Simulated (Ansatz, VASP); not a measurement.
# KBr: VASP beside Ansatz

```xyz
2
Lattice="0.0000 3.3000 3.3000 3.3000 0.0000 3.3000 3.3000 3.3000 0.0000" Properties=species:S:1:pos:R:3 pbc="T T T"
Br    3.3000    3.3000    3.3000
K     0.0000    0.0000    0.0000
```

Alike in both runs: task relaxation of cell and atoms; functional PBEsol; k mesh 7 × 7 × 7; occupations fermi-dirac, width 0.05 eV; no spin polarisation.

```csv
,VASP,Ansatz
version,VASP 6.6.1,Ansatz 0.2.0
potentials or method,"VASP PAW PBE potentials, release 64 (Br, K_sv), cutoff 600 eV","all-electron LAPW, scalar-relativistic"
```

|  | VASP | Ansatz | Ansatz less VASP |
| --- | --- | --- | --- |
| relaxed volume (Å³/atom) | 35.28 | 35.11 | -0.177 |
| relaxed cell length with the largest relative difference (Å) | 4.638 | 4.631 | -0.0078 |

VASP's potentials were made for PBE, not for PBEsol. Ansatz ran all-electron here, and VASP with PAW potentials.
